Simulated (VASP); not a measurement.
# CdS (l.bA) (F-43m) in VASP: notebook

The runs below take CdS (l.bA) through single point, with LDA.

Everything below comes from runs of VASP 6.6.1. Logs are shortened: lines on timing, memory, paths and dates and some standing lists are left out, and cuts for length are marked.

## (1) The cell of the first run

The structure is cubic, space group F-43m (No. 216). The conventional cell has a = 5.756 Å, b = 5.756 Å, c = 5.756 Å, α = 90.00°, β = 90.00°, γ = 90.00°. Cd (site symmetry -43m) has 4 S at 2.49 Å within 3.3 Å. Within 3.3 Å of S (site symmetry -43m) lie 4 Cd at 2.49 Å.

## (2) Single point, LDA

INCAR

```
PREC     = Accurate       # precision mode
ENCUT    = 500            # plane-wave cutoff, eV
EDIFF    = 1E-6           # SCF threshold, eV
ISMEAR   = 0              # smearing method
SIGMA    = 0.02           # smearing width, eV
LREAL    = F              # projectors in reciprocal space
LASPH    = T              # aspherical terms in the spheres
NELM     = 120            # most SCF steps
ALGO     = Normal         # electronic algorithm
ISIF     = 2              # what is computed and relaxed
LWAVE    = F              # write WAVECAR
LCHARG   = T              # write CHGCAR
GGA      = CA             # functional
LELF     = T              # ELF
LVHAR    = T            
NBANDS   = 16             # bands
GGA_COMPAT= F
```

KPOINTS

```
Automatic mesh
0
Gamma
  8 8 8
```

POSCAR

```
CdS
1.0
    0.0000000000      2.8782482507      2.8782482507
    2.8782482507      0.0000000000      2.8782482507
    2.8782482507      2.8782482507      0.0000000000
Cd S
1 1
Direct
    0.0000000000      0.0000000000      0.0000000000
    0.2500000000      0.2500000000      0.2500000000
```

Potentials or basis: VASP PAW LDA potentials, release 64 (Cd, S).

Started as:

```console
$ cat potpaw_LDA.64/Cd/POTCAR potpaw_LDA.64/S/POTCAR > POTCAR
$ mpirun -np 1 vasp_std > vasp.out
```

OUTCAR:

```text
PREC = Accurate
   ENCUT = 500
   EDIFF = 1E-6
   ISMEAR = 0
   LREAL = F
   LASPH = T
   NELM = 120
   ISIF = 2
   GGA = CA

 ion  position               nearest neighbor table
   1  0.000  0.000  0.000-   2 2.49   2 2.49   2 2.49   2 2.49
   2  0.250  0.250  0.250-   1 2.49   1 2.49   1 2.49   1 2.49

  LATTYP: Found a face centered cubic cell.
 ALAT       =     5.7564965014

  Lattice vectors:

 A1 = (   0.0000000000,   2.8782482507,   2.8782482507)
 A2 = (   2.8782482507,   0.0000000000,   2.8782482507)
 A3 = (   2.8782482507,   2.8782482507,   0.0000000000)

Analysis of symmetry for initial positions (statically):
=====================================================================
 Subroutine PRICEL returns:
 Original cell was already a primitive cell.

 Routine SETGRP: Setting up the symmetry group for a
 face centered cubic supercell.

 Subroutine GETGRP returns: Found 24 space group operations
 (whereof 24 operations were pure point group operations)
 out of a pool of 48 trial point group operations.

The static configuration has the point symmetry T_d .

Analysis of symmetry for dynamics (positions and initial velocities):
=====================================================================
 Subroutine PRICEL returns:
 Original cell was already a primitive cell.

 Routine SETGRP: Setting up the symmetry group for a
 face centered cubic supercell.

 Subroutine GETGRP returns: Found 24 space group operations
 (whereof 24 operations were pure point group operations)
 out of a pool of 48 trial point group operations.

The dynamic configuration has the point symmetry T_d .

 Subroutine INISYM returns: Found 24 space group operations
 (whereof 24 operations are pure point group operations),
 and found     1 'primitive' translations

----------------------------------------------------------------------------------------

                                     Primitive cell

  volume of cell :      47.6886

  direct lattice vectors                    reciprocal lattice vectors
     0.000000000  2.878248251  2.878248251    -0.173716774  0.173716774  0.173716774
     2.878248251  0.000000000  2.878248251     0.173716774 -0.173716774  0.173716774
     2.878248251  2.878248251  0.000000000     0.173716774  0.173716774 -0.173716774

[... 74 lines left out ...]
   PREC   = accura    normal or accurate (medium, high low for compatibility)
   ISTART =      0    job   : 0-new  1-cont  2-samecut
   ICHARG =      2    charge: 1-file 2-atom 10-const
   ISPIN  =      1    spin polarized calculation?
   LNONCOLLINEAR =      F non collinear calculations
   LSORBIT =      F    spin-orbit coupling
   LASPH  =      T    aspherical Exc in radial PAW
   ENCUT  =  500.0 eV  36.75 Ry    6.06 a.u.   7.42  7.42  7.42*2*pi/ulx,y,z
   NELM   =    120;   NELMIN=  2; NELMDL= -5     # of ELM steps
   EDIFF  = 0.1E-05   stopping-criterion for ELM
   LREAL  =      F    real-space projection
   EDIFFG = 0.1E-04   stopping-criterion for IOM
   NSW    =      0    number of steps for IOM
   IBRION =     -1    ionic relax: 0-MD 1-quasi-New 2-CG
   NFREE  =      0    steps in history (QN), initial steepest desc. (CG)
   ISIF   =      2    stress and relaxation
   ISYM   =      2    0-nonsym 1-usesym 2-fastsym
   POTIM  = 0.5000    time-step for ionic-motion
   TEBEG  =    0.0;   TEEND  =   0.0 temperature during run
   PSTRESS=    0.0 pullay stress
   NELECT =      18.0000    total number of electrons
   NUPDOWN=      -1.0000    fix difference up-down
   EMIN   =  10.00;   EMAX   =-10.00  energy-range for DOS
   EFERMI =   0.00;   METHOD = LEGACY
   ISMEAR =     0;   SIGMA  =   0.02  broadening in eV -4-tet -1-fermi 0-gaus
   EFERMI_NEDOS =   21; number of points for ismear=-14 and -15
   IALGO  =     38    algorithm
   IMIX   =      4    mixing-type and parameters
     AMIX     =   0.40;   BMIX     =  1.00
     AMIX_MAG =   1.60;   BMIX_MAG =  1.00
  volume/ion in A,a.u.               =      23.84       160.91
  Fermi-wavevector in a.u.,A,eV,Ry     =   1.183116  2.235766 19.044946  1.399764
  Thomas-Fermi vector in A             =   2.319357
   LORBIT       =      0    0 simple, 1 ext, 2 COOP (PROOUT), +10 PAW based schemes
   GGA     = CA    functional components
   LHFCALC =     F    Hartree Fock is set to
   AEXX    =    0.0000 exact exchange contribution
   IVDW    =     0    specifies the selected vdW correction
   LEPSILON=     F    determine dielectric tensor
   LRPA    =     F    only Hartree local field effects (RPA)
 non-spin polarized calculation
 Gauss-broadening in eV      SIGMA  =   0.02
  energy-cutoff  :      500.00
  volume of cell :       47.69
 maximum number of plane-waves:      1243
 NGX is ok and might be reduce to    30
   NGX = 15   NGY = 15   NGZ = 15

 number of electron      18.0000008 magnetization

 Free energy of the ion-electron system (eV)
  ---------------------------------------------------
  ext. energy  EPLUGINS =         0.00000000
  ---------------------------------------------------
  free energy    TOTEN  =        -7.40659687 eV

  energy without entropy =       -7.40659687  energy(sigma->0) =       -7.40659687

 E-fermi :   1.5882     XC(G=0):  -9.7671

 val. band max:        1.4834863022   @ k =   0.0000   0.0000   0.0000
 cond. band min:       2.4608284208   @ k =   0.0000   0.0000   0.0000
 fundamental gap:      0.9773421187
 Fermi energy:         1.5882300700

 k-point     1 :       0.0000    0.0000    0.0000
  band No.  band energies     occupation
      1     -11.1274      2.00000
      2      -6.4545      2.00000
      3      -6.4545      2.00000
      4      -6.4545      2.00000
      5      -5.9139      2.00000
      6      -5.9139      2.00000
[... 433 lines left out ...]
      3      -6.2292      2.00000
      4      -5.9483      2.00000
      5      -5.8847      2.00000
      6      -5.3613      2.00000
[... 8 lines left out ...]
     15      13.7124      0.00000
     16      14.6918      0.00000

 [... further k-points ...]
[... 5 lines left out ...]
  --------------------------------------------------------------------------------------
  -------------------------------------------------------------------------------------
  Total        0.1639356      0.1639356      0.1639356      0.0000000      0.0000000      0.0000000
  in kB        5.5076854      5.5076854      5.5076854      0.0000000      0.0000000      0.0000000
  external PRESSURE =       5.5076854 kB  Pullay stress =       0.0000000 kB

 VOLUME and BASIS-vectors are now :
 -----------------------------------------------------------------------------
  energy-cutoff  :      500.00
  volume of cell :       47.69
      direct lattice vectors                 reciprocal lattice vectors
     0.000000000  2.878248251  2.878248251    -0.173716774  0.173716774  0.173716774
     2.878248251  0.000000000  2.878248251     0.173716774 -0.173716774  0.173716774
     2.878248251  2.878248251  0.000000000     0.173716774  0.173716774 -0.173716774

 POSITION                                       TOTAL-FORCE (eV/Angst)
 -----------------------------------------------------------------------------------
      0.00000      0.00000      0.00000         0.000000      0.000000      0.000000
      1.43912      1.43912      1.43912        -0.000000     -0.000000     -0.000000
 -----------------------------------------------------------------------------------
    total drift:                               -0.000000     -0.000000     -0.000000

  FREE ENERGIE OF THE ION-ELECTRON SYSTEM (eV)
  ---------------------------------------------------
  free  energy   TOTEN  =        -7.4065968715 eV

  energy  without entropy=       -7.4065968715  energy(sigma->0) =       -7.40659687
```

Wall time 12 s (1 thread of Intel Xeon Platinum 8488C (Sapphire Rapids), shared host); peak memory 0.15 GiB.

What came out:

```yaml
Free_energy: -7.4066 eV
Pressure: 0.6 GPa
Band_gap_on_the_k_mesh: 0.98 eV, direct
```

## (3) Single point, LDA

INCAR

```
PREC = Accurate ; ENCUT = 500
EDIFF = 1E-6 ; ISMEAR = 0
SIGMA = 0.02 ; LREAL = False
LASPH = True ; NELM = 120
ALGO = Normal ; ISIF = 2
LWAVE = False ; LCHARG = False
NBANDS = 16 ; GGA_COMPAT = False
```

KPOINTS

```
regular mesh
0
Gamma
  8 8 8
```

POSCAR is that of step 2.

Potentials or basis: VASP PAW LDA potentials, release 64 (Cd, S).

Started as:

```console
$ cat potpaw_LDA.64/Cd/POTCAR potpaw_LDA.64/S/POTCAR > POTCAR
$ mpirun -np 1 vasp_std > vasp.out
```

Wall time 11 s (1 thread of Intel Xeon Platinum 8488C (Sapphire Rapids), shared host); peak memory 0.15 GiB.

The run converged. Its results:

```
Free energy            : -7.4066 eV
Pressure               : 0.6 GPa
Band gap on the k mesh : 0.98 eV, direct
```

Levels at points of the mesh, in eV from the valence-band top:
| k point | band 7 | band 8 | band 9 | band 10 | band 11 | band 12 |
| --- | --- | --- | --- | --- | --- | --- |
| (0.00, 0.00, 0.00) | 0.00 | 0.00 | 0.00 | 0.98 | 6.35 | 6.35 |
| (0.50, 0.00, 0.00) | -4.77 | -0.83 | -0.83 | 2.84 | 6.84 | 6.84 |
| (0.50, 0.50, 0.00) | -4.23 | -2.07 | -2.07 | 3.24 | 4.21 | 9.13 |

LDA gaps usually lie below the measured ones, often by a third to a half.
